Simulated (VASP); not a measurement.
Set up this calculation in VASP 6.6.1, as the native input.

```yaml
Task: single point
Functional: PBE
Potentials_or_basis: VASP PAW PBE potentials, release 64 (Co, Cl, O)
Cutoff: 520 eV
k_mesh: 4 × 4 × 7
Occupations: fermi-dirac, width 0.05 eV
Spin: collinear spin, ferromagnetic start
Starting_moments: "[2.0, 0.0, 0.0, 0.0, 0.0] μB"
Fixed_moment: 2 μB
Dipole_correction: no
Further_INCAR_settings: ALGO = Normal; EDIFF = 1e-06; NBANDS = 30
```

The structure of CoCl2O2 lies in POSCAR:

```
CoCl2O2
1.0
    3.5808710000     -3.9269530000      0.0000000000
    3.5808710000      3.9269530000      0.0000000000
   -0.4203970000      0.0000000000      3.4576140000
Co Cl O
1 2 2
Direct
    0.0000000000      0.0000000000      0.0000000000
    0.7655230000      0.7655230000      0.4279410000
    0.2344770000      0.2344770000      0.5720590000
    0.7918370000      0.2081630000      0.0000000000
    0.2081630000      0.7918370000      0.0000000000
```

The input as run:

INCAR

```
PREC = Accurate ; ENCUT = 520
EDIFF = 1E-6 ; ISMEAR = -1
SIGMA = 0.05 ; LREAL = F
LASPH = T ; NELM = 150
ALGO = Normal ; ISIF = 2
LWAVE = F ; LCHARG = T
ISPIN = 2 ; MAGMOM = 2 0 0 0 0
LORBIT = 11 ; NUPDOWN = 2.0
LMAXMIX = 4 ; GGA = PE
LELF = T ; LVHAR = T
NBANDS = 30
```

KPOINTS

```
regular mesh
0
Gamma
  4 4 7
```

Potentials or basis: VASP PAW PBE potentials, release 64 (Co, Cl, O).

Run with:

```bash
$ cat potpaw_PBE.64/Co/POTCAR potpaw_PBE.64/Cl/POTCAR potpaw_PBE.64/O/POTCAR > POTCAR
$ mpirun -np 1 vasp_std > vasp.out
```

It gave:

```
Pressure                                              : -0.3 GPa
Largest force                                         : 0.350 eV/Å
Net moment                                            : 2.00 μB per cell
Site moments                                          : Co +0.97; Cl +0.15; O +0.26 μB
Valence electrons inside the program's atomic spheres : Co 8.52; Cl 5.01; O 4.81
```

Caveat: the total moment is fixed, so each spin has its own Fermi level and the state may be an excited one; a cell with one magnetic atom can't hold antiferromagnetic order, which such compounds often take.

Run time: 98 s on 1 thread of Intel(R) Xeon(R) 6975P-C (Granite Rapids), on a shared host, peak memory 0.34 GiB.
